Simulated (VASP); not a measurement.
# MoS2 in VASP: a series of runs

MoS2 is run at these levels: PBE+D3(BJ); tasks: single point.

Program: VASP 6.6.1. These are calculated values, not measurements. Logs are shortened: lines on timing, memory, paths and dates and some standing lists are left out, and cuts for length are marked.

### 1 The cell of the first run

The cell holds a slab with vacuum, 3 atoms: a = 3.136 Å, b = 3.183 Å, c = 32.412 Å, α = 90.00°, β = 90.00°, γ = 119.51°.

### 2 Single point, PBE+D3(BJ) (strain along y +0.020, then relaxed in part)

File INCAR:

```
SYSTEM = MoS2
PREC = Accurate
ENCUT = 520
EDIFF = 1E-6
ISMEAR = 0
SIGMA = 0.1
LREAL = .False.
LASPH = .True.
NELM = 80
ALGO = Normal
ISIF = 2
LWAVE = .False.
LCHARG = .False.
LDIPOL = .True.
IDIPOL = 3
DIPOL = 0.5 0.5 0.500
GGA = PE
IVDW = 12
NBANDS = 20
```

File KPOINTS:

```
regular mesh
0
Gamma
  18 18 1
  0 0 0
```

File POSCAR:

```
MoS2
1.0
    3.1356825040      0.0000000000      0.0000000000
   -1.5678412520      2.7698923208      0.0000000000
    0.0000000000      0.0000000000     32.4115723090
S Mo
2 1
Direct
   -0.0022845471     -0.0045690942      0.4509265340
    0.3356178804      0.6712357608      0.5490734660
    0.6666666667      0.3333333333      0.5000000000
```

Potentials or basis: VASP PAW PBE potentials, release 64 (S, Mo_sv).

Run with:

```sh
$ cat potpaw_PBE.64/S/POTCAR potpaw_PBE.64/Mo_sv/POTCAR > POTCAR
$ mpirun -np 1 vasp_std > vasp.out
```

OUTCAR:

```text
SYSTEM = MoS2
   PREC = Accurate
   ENCUT = 520
   EDIFF = 1E-6
   ISMEAR = 0
   LREAL = .False.
   LASPH = .True.
   NELM = 80
   ISIF = 2
   GGA = PE
   IVDW = 12
 IVDW          = 12

 ion  position               nearest neighbor table
   1  0.998  0.995  0.451-   3 2.42   3 2.42   3 2.43
   2  0.336  0.671  0.549-   3 2.42   3 2.42   3 2.43
   3  0.667  0.333  0.500-   1 2.42   2 2.42   1 2.42   2 2.42   2 2.43   1 2.43

  LATTYP: Found a base centered orthorhombic cell.
 ALAT       =     3.1356825040
 B/A-ratio  =     1.7666918237
 C/A-ratio  =    10.3363692809

  Lattice vectors:

 A1 = (   1.5678412520,  -2.7698923208,   0.0000000000)
 A2 = (   1.5678412520,   2.7698923208,   0.0000000000)
 A3 = (   0.0000000000,   0.0000000000,  32.4115723090)

Analysis of symmetry for initial positions (statically):
=====================================================================
 Subroutine PRICEL returns:
 Original cell was already a primitive cell.

 Routine SETGRP: Setting up the symmetry group for a
 base centered orthorhombic supercell.

 Subroutine GETGRP returns: Found  4 space group operations
 (whereof  2 operations were pure point group operations)
 out of a pool of  8 trial point group operations.

The static configuration has the point symmetry C_1h.
 The point group associated with its full space group is C_2h.

Analysis of symmetry for dynamics (positions and initial velocities):
=====================================================================
 Subroutine PRICEL returns:
 Original cell was already a primitive cell.

 Routine SETGRP: Setting up the symmetry group for a
 base centered orthorhombic supercell.

 Subroutine GETGRP returns: Found  4 space group operations
 (whereof  2 operations were pure point group operations)
 out of a pool of  8 trial point group operations.

The dynamic configuration has the point symmetry C_1h.
 The point group associated with its full space group is C_2h.

 Subroutine INISYM returns: Found  4 space group operations
 (whereof  2 operations are pure point group operations),
 and found     1 'primitive' translations

----------------------------------------------------------------------------------------

                                     Primitive cell

  volume of cell :     281.5108

  direct lattice vectors                    reciprocal lattice vectors
     3.135682504  0.000000000  0.000000000     0.318909838  0.180512432  0.000000000
    -1.567841252  2.769892321  0.000000000     0.000000000  0.361024865  0.000000000
     0.000000000  0.000000000 32.411572309     0.000000000  0.000000000  0.030853178

  length of vectors
     3.135682504  3.182833590 32.411572309     0.366453576  0.361024865  0.030853178

  position of ions in fractional coordinates (direct lattice)
     0.997715453  0.995430906  0.450926534
     0.335617880  0.671235761  0.549073466
     0.666666667  0.333333333  0.500000000

  ion indices of the primitive-cell ions
   primitive index   ion index
                 1           1
                 2           2
                 3           3

----------------------------------------------------------------------------------------

 KPOINTS: regular mesh

Automatic generation of k-mesh.
 Grid dimensions read from file:
 generate k-points for:   18   18    1

 Generating k-lattice:

  Cartesian coordinates                     Fractional coordinates (reciprocal lattice)
     0.017717213  0.010028468  0.000000000     0.055555556  0.000000000  0.000000000
     0.000000000  0.020056937  0.000000000     0.000000000  0.055555556  0.000000000
     0.000000000  0.000000000  0.030853178     0.000000000  0.000000000  1.000000000

  Length of vectors
     0.020358532  0.020056937  0.030853178

  Shift w.r.t. Gamma in fractional coordinates (k-lattice)
     0.000000000  0.000000000  0.000000000

 Subroutine IBZKPT returns following result:
 ===========================================

 Found     91 irreducible k-points:

 Following reciprocal coordinates:
            Coordinates               Weight
  0.000000  0.000000  0.000000      1.000000
  0.055556  0.000000  0.000000      4.000000
  0.111111  0.000000  0.000000      4.000000
  0.166667  0.000000  0.000000      4.000000
  0.222222 -0.000000  0.000000      4.000000
  0.277778  0.000000  0.000000      4.000000
[... 16 lines left out ...]
 -0.333333  0.055556  0.000000      4.000000
 -0.277778  0.055556  0.000000      4.000000
 [... further k-points ...]
   k-points           NKPTS =     91   k-points in BZ     NKDIM =     91   number of bands    NBANDS=     20
   number of dos      NEDOS =    301   number of ions     NIONS =      3
   total plane-waves  NPLWV = 144000
   dimension x,y,z NGX =    24 NGY =   24 NGZ =  250
   dimension x,y,z NGXF=    48 NGYF=   48 NGZF=  500
   ions per type =               2   1
   NGX,Y,Z   is equivalent  to a cutoff of  12.72, 12.54, 12.82 a.u.
   NGXF,Y,Z  is equivalent  to a cutoff of  25.45, 25.07, 25.65 a.u.
 SYSTEM =  MoS2
   PREC   = accura    normal or accurate (medium, high low for compatibility)
   ISTART =      0    job   : 0-new  1-cont  2-samecut
   ICHARG =      2    charge: 1-file 2-atom 10-const
   ISPIN  =      1    spin polarized calculation?
   LNONCOLLINEAR =      F non collinear calculations
   LSORBIT =      F    spin-orbit coupling
   LASPH  =      T    aspherical Exc in radial PAW
   ENCUT  =  520.0 eV  38.22 Ry    6.18 a.u.   5.83  5.92 60.26*2*pi/ulx,y,z
   NELM   =     80;   NELMIN=  2; NELMDL= -5     # of ELM steps
   EDIFF  = 0.1E-05   stopping-criterion for ELM
   LREAL  =      F    real-space projection
   EDIFFG = 0.1E-04   stopping-criterion for IOM
   NSW    =      0    number of steps for IOM
   IBRION =     -1    ionic relax: 0-MD 1-quasi-New 2-CG
   NFREE  =      0    steps in history (QN), initial steepest desc. (CG)
   ISIF   =      2    stress and relaxation
   ISYM   =      2    0-nonsym 1-usesym 2-fastsym
   POTIM  = 0.5000    time-step for ionic-motion
   TEBEG  =    0.0;   TEEND  =   0.0 temperature during run
   PSTRESS=    0.0 pullay stress
   NELECT =      26.0000    total number of electrons
   NUPDOWN=      -1.0000    fix difference up-down
   EMIN   =  10.00;   EMAX   =-10.00  energy-range for DOS
   EFERMI =   0.00;   METHOD = LEGACY
   ISMEAR =     0;   SIGMA  =   0.10  broadening in eV -4-tet -1-fermi 0-gaus
   EFERMI_NEDOS =   21; number of points for ismear=-14 and -15
   IALGO  =     38    algorithm
   IMIX   =      4    mixing-type and parameters
     AMIX     =   0.40;   BMIX     =  1.00
     AMIX_MAG =   1.60;   BMIX_MAG =  1.00
  volume/ion in A,a.u.               =      93.84       633.24
  Fermi-wavevector in a.u.,A,eV,Ry     =   0.740004  1.398405  7.450637  0.547606
  Thomas-Fermi vector in A             =   1.834303
   LORBIT       =      0    0 simple, 1 ext, 2 COOP (PROOUT), +10 PAW based schemes
   GGA     = PE    functional components
   LHFCALC =     F    Hartree Fock is set to
   AEXX    =    0.0000 exact exchange contribution
   IVDW    =    12    specifies the selected vdW correction
   LEPSILON=     F    determine dielectric tensor
   LRPA    =     F    only Hartree local field effects (RPA)
 non-spin polarized calculation
 Gauss-broadening in eV      SIGMA  =   0.10
  energy-cutoff  :      520.00
  volume of cell :      281.51
 maximum number of plane-waves:      7650
   NGX = 11   NGY = 11   NGZ =121

 number of electron      25.9999998 magnetization

 dipolmoment           0.000000      0.000000     -0.000000 electrons x Angstroem

 Free energy of the ion-electron system (eV)
  ---------------------------------------------------
  ext. energy  EPLUGINS =         0.00000000
  ---------------------------------------------------
  free energy    TOTEN  =       -21.00855158 eV

  energy without entropy =      -21.00126282  energy(sigma->0) =      -21.00490720

 E-fermi :  -2.6158     XC(G=0):  -2.4040

 val. band max:       -2.6178040979   @ k =   0.0556   0.0000   0.0000
 cond. band min:      -2.5954112001   @ k =   0.2222   0.2222   0.0000
 fundamental gap:      0.0223928979
 Fermi energy:        -2.6157885060

 k-point     1 :       0.0000    0.0000    0.0000
  band No.  band energies     occupation
      1     -64.4500      2.00000
      2     -38.5048      2.00000
      3     -38.4337      2.00000
      4     -38.3968      2.00000
      5     -17.5155      2.00000
      6     -16.3817      2.00000
[... 12 lines left out ...]
     19       1.9861      0.00000
     20       2.4880      0.00000

 k-point     2 :       0.0556    0.0000    0.0000
  band No.  band energies     occupation
      1     -64.4487      2.00000
      2     -38.5025      2.00000
      3     -38.4388      2.00000
      4     -38.4066      2.00000
      5     -17.4657      2.00000
      6     -16.3645      2.00000
[... 12 lines left out ...]
     19       2.0575      0.00000
     20       2.5515      0.00000

 k-point     3 :       0.1111    0.0000    0.0000
  band No.  band energies     occupation
      1     -64.4452      2.00000
      2     -38.4957      2.00000
      3     -38.4606      2.00000
      4     -38.4277      2.00000
      5     -17.3193      2.00000
      6     -16.3142      2.00000
[... 12 lines left out ...]
     19       2.2663      0.00000
     20       2.7404      0.00000

 k-point     4 :       0.1667    0.0000    0.0000
  band No.  band energies     occupation
      1     -64.4397      2.00000
      2     -38.5083      2.00000
      3     -38.4851      2.00000
      4     -38.4455      2.00000
      5     -17.0862      2.00000
      6     -16.2339      2.00000
[... 12 lines left out ...]
     19       2.6014      0.00000
     20       3.0522      0.00000

 k-point     5 :       0.2222   -0.0000    0.0000
  band No.  band energies     occupation
      1     -64.4330      2.00000
      2     -38.5710      2.00000
      3     -38.4734      2.00000
      4     -38.4613      2.00000
      5     -16.7855      2.00000
      6     -16.1270      2.00000
[... 12 lines left out ...]
     19       3.0478      0.00000
     20       3.4858      0.00000

 k-point     6 :       0.2778    0.0000    0.0000
  band No.  band energies     occupation
      1     -64.4259      2.00000
      2     -38.6382      2.00000
      3     -38.4801      2.00000
      4     -38.4575      2.00000
      5     -16.4546      2.00000
      6     -15.9877      2.00000
[... 12 lines left out ...]
     19       3.5729      0.00000
     20       4.0403      0.00000

 k-point     7 :       0.3333    0.0000    0.0000
  band No.  band energies     occupation
      1     -64.4191      2.00000
      2     -38.7011      2.00000
      3     -38.4951      2.00000
      4     -38.4449      2.00000
      5     -16.1747      2.00000
      6     -15.7792      2.00000
[... 12 lines left out ...]
     19       3.8589      0.00000
     20       4.0296      0.00000
[... 277 lines left out ...]
 k-point    20 :       0.5000    0.0556    0.0000
  band No.  band energies     occupation
      1     -64.4088      2.00000
      2     -38.7904      2.00000
      3     -38.5244      2.00000
      4     -38.4251      2.00000
      5     -15.8945      2.00000
      6     -15.1737      2.00000
[... 12 lines left out ...]
     19       3.6775      0.00000
     20       4.6802      0.00000

 k-point    21 :      -0.4444    0.0556    0.0000
  band No.  band energies     occupation
      1     -64.4111      2.00000
      2     -38.7693      2.00000
      3     -38.5187      2.00000
      4     -38.4297      2.00000
      5     -15.9405      2.00000
      6     -15.3516      2.00000
[... 12 lines left out ...]
     19       3.6831      0.00000
     20       4.8294      0.00000

 k-point    22 :      -0.3889    0.0556    0.0000
  band No.  band energies     occupation
      1     -64.4156      2.00000
      2     -38.7286      2.00000
      3     -38.5080      2.00000
      4     -38.4383      2.00000
      5     -16.0480      2.00000
      6     -15.6328      2.00000
[... 12 lines left out ...]
     19       3.9111      0.00000
     20       4.3669      0.00000

 k-point    23 :      -0.3333    0.0556    0.0000
  band No.  band energies     occupation
      1     -64.4216      2.00000
      2     -38.6726      2.00000
      3     -38.4939      2.00000
      4     -38.4500      2.00000
      5     -16.2639      2.00000
      6     -15.8869      2.00000
[... 12 lines left out ...]
     19       3.8896      0.00000
     20       4.1127      0.00000

 k-point    24 :      -0.2778    0.0556    0.0000
  band No.  band energies     occupation
      1     -64.4285      2.00000
      2     -38.6076      2.00000
      3     -38.4782      2.00000
      4     -38.4631      2.00000
      5     -16.5821      2.00000
      6     -16.0503      2.00000
[... 12 lines left out ...]
     19       3.3600      0.00000
     20       3.8018      0.00000

 [... further k-points ...]

------------------------ aborting loop because EDIFF is reached ----------------------------------------

 vacuum level on the upper side and lower side of the slab       (xc-potential included)        -0.008        -0.008

 Edisp (eV)   -0.94689

 E8    (eV) :    -0.4104

  FORCE on cell =-STRESS in cart. coord.  units (eV):
  Direction    XX          YY          ZZ          XY          YZ          ZX
  --------------------------------------------------------------------------------------
  -------------------------------------------------------------------------------------
  Total       0.11999    -0.99736    -0.04577     0.00000     0.01221     0.00000
  in kB       0.68292    -5.67635    -0.26052     0.00000     0.06947     0.00000
  external pressure =       -1.75 kB  Pullay stress =        0.00 kB

 VOLUME and BASIS-vectors are now :
 -----------------------------------------------------------------------------
  energy-cutoff  :      520.00
  volume of cell :      281.51
      direct lattice vectors                 reciprocal lattice vectors
     3.135682504  0.000000000  0.000000000     0.318909838  0.180512432  0.000000000
    -1.567841252  2.769892321  0.000000000     0.000000000  0.361024865  0.000000000
     0.000000000  0.000000000 32.411572309     0.000000000  0.000000000  0.030853178

 POSITION                                       TOTAL-FORCE (eV/Angst)
 -----------------------------------------------------------------------------------
      1.56784      2.75724     14.61524         0.000000     -0.003845      0.006777
      0.00000      1.85925     17.79633        -0.000000      0.003845     -0.006777
      1.56784      0.92330     16.20579         0.000000     -0.000000      0.000000
 -----------------------------------------------------------------------------------
    total drift:                               -0.000000      0.000000      0.000000

  FREE ENERGIE OF THE ION-ELECTRON SYSTEM (eV)
  ---------------------------------------------------
  free  energy   TOTEN  =       -21.9554385249 eV

  energy  without entropy=      -21.9481497608  energy(sigma->0) =      -21.95179414

 vacuum level on the upper side and lower side of the slab         2.428         2.428
```

Wall time 11 min (1 thread of Intel Xeon Platinum 8375C at 2.90GHz (Ice Lake), shared host); peak memory 0.72 GiB.

What came out:

```yaml
Free_energy: -21.9554 eV
Largest_force: 0.008 eV/Å
Band_gap_on_the_k_mesh: zero (bands 13 and 14 overlap by 0.68 eV)
Dispersion_energy_per_atom: -0.316 eV
```

Forces on the atoms (eV/Å):
```
S    0.000 -0.004  0.007
S    0.000  0.004 -0.007
Mo   0.000  0.000  0.000
```

Levels at points of the mesh, in eV from the Fermi level:
```
           k point  band 11  band 12  band 13  band 14  band 15  band 16
(0.00, 0.00, 0.00)    -1.06    -0.99    -0.83    -0.26    -0.11     3.16
(0.50, 0.00, 0.00)    -2.83    -2.16    -1.65     1.12     1.82     3.34
(0.00, 0.50, 0.00)    -2.95    -2.23    -1.43     1.08     1.78     3.41
```

Caveat: the cell differs from its parent crystal (strain along y +0.020, then relaxed in part).

### 3 Single point, PBE+D3(BJ) (strain along x +0.050, then relaxed in part)

File INCAR:

```
SYSTEM = MoS2
PREC = Accurate ; ENCUT = 520
EDIFF = 1E-6 ; ISMEAR = 0
SIGMA = 0.1 ; LREAL = .False.
LASPH = .True. ; NELM = 80
ALGO = Normal ; ISIF = 2
LWAVE = .False. ; LCHARG = .False.
LDIPOL = .True. ; IDIPOL = 3
DIPOL = 0.5 0.5 0.500 ; GGA = PE
IVDW = 12 ; NBANDS = 20
```

KPOINTS is that of step 2.

File POSCAR:

```
MoS2
1.0
    3.2924666292      0.0000000000      0.0000000000
   -1.6462333146      2.7155807067      0.0000000000
    0.0000000000      0.0000000000     32.4115723090
S Mo
2 1
Direct
    0.0054034951      0.0108069901      0.4516974540
    0.3279298383      0.6558596765      0.5483025460
    0.6666666667      0.3333333333      0.5000000000
```

Potentials or basis: VASP PAW PBE potentials, release 64 (S, Mo_sv).

Run with:

```sh
$ cat potpaw_PBE.64/S/POTCAR potpaw_PBE.64/Mo_sv/POTCAR > POTCAR
$ mpirun -np 1 vasp_std > vasp.out
```

It took 9.5 min on 1 thread of Intel Xeon Platinum 8375C at 2.90GHz (Ice Lake), shared host; peak memory 0.73 GiB.

It converged, with:

| Item | Value |
| --- | --- |
| Free energy | -21.9058 eV |
| Largest force | 0.008 eV/Å |
| Band gap on the k mesh | zero (bands 13 and 14 overlap by 0.89 eV) |
| Dispersion energy per atom | -0.308 eV |

Forces in eV/Å, atoms in the order of the input:
```
S    0.000  0.008  0.000
S    0.000 -0.008  0.000
Mo   0.000  0.000  0.000
```

Levels at points of the mesh, in eV from the Fermi level:
| k point | band 11 | band 12 | band 13 | band 14 | band 15 | band 16 |
| --- | --- | --- | --- | --- | --- | --- |
| (0.00, 0.00, 0.00) | -1.18 | -0.86 | -0.70 | -0.48 | -0.16 | 3.12 |
| (0.50, 0.00, 0.00) | -2.92 | -2.06 | -1.48 | 0.82 | 1.74 | 3.39 |
| (0.00, 0.50, 0.00) | -2.66 | -2.01 | -1.92 | 1.04 | 1.74 | 3.28 |

Caveat: the cell differs from its parent crystal (strain along x +0.050, then relaxed in part).

### 4 Single point, PBE+D3(BJ) (strain along y +0.050, then relaxed in part)

File INCAR:

```
PREC = Accurate ; ENCUT = 520
EDIFF = 1E-6 ; ISMEAR = 0
SIGMA = 0.1 ; LREAL = F
LASPH = T ; NELM = 60
ALGO = Normal ; ISIF = 2
LWAVE = F ; LCHARG = T
LDIPOL = T ; IDIPOL = 3
DIPOL = 0.5 0.5 0.500 ; GGA = PE
IVDW = 12 ; LELF = T
LVHAR = T ; LVACPOTAV = T
NBANDS = 20
```

File KPOINTS:

```
regular mesh
0
Gamma
  18 18 1
```

File POSCAR:

```
MoS2
1.0
    3.1356825040      0.0000000000      0.0000000000
   -1.5678412520      2.8513597420      0.0000000000
    0.0000000000      0.0000000000     32.4115723090
S Mo
2 1
Direct
   -0.0056937431     -0.0113874861      0.4516693928
    0.3390270764      0.6780541528      0.5483306072
    0.6666666667      0.3333333333      0.5000000000
```

Run with:

```sh
$ cat potpaw_PBE.64/S/POTCAR potpaw_PBE.64/Mo_sv/POTCAR > POTCAR
$ mpirun -np 1 vasp_std > vasp.out
```

It took 9.3 min on 1 thread of Intel Xeon Platinum 8375C at 2.90GHz (Ice Lake), shared host; peak memory 0.73 GiB.

Results (log left out):

```yaml
Free_energy: -21.9065 eV
Largest_force: 0.014 eV/Å
Band_gap_on_the_k_mesh: zero (bands 13 and 14 overlap by 0.96 eV)
Dispersion_energy_per_atom: -0.308 eV
Work_function_of_the_upper_face: 5.09 eV
Work_function_of_the_lower_face: 5.09 eV
```

Forces in eV/Å, atoms in the order of the input:
```
S    0.000  0.006  0.013
S    0.000 -0.006 -0.013
Mo   0.000  0.000  0.000
```

Levels at points of the mesh, in eV from the Fermi level:
```tsv
k point	band 11	band 12	band 13	band 14	band 15	band 16
(0.00, 0.00, 0.00)	-1.22	-0.80	-0.72	-0.52	-0.13	3.11
(0.50, 0.00, 0.00)	-2.74	-1.96	-1.83	0.89	1.79	3.30
(0.00, 0.50, 0.00)	-3.01	-2.13	-1.31	0.88	1.63	3.46
```

Caveat: the cell differs from its parent crystal (strain along y +0.050, then relaxed in part).

[end of part 1 of 2]
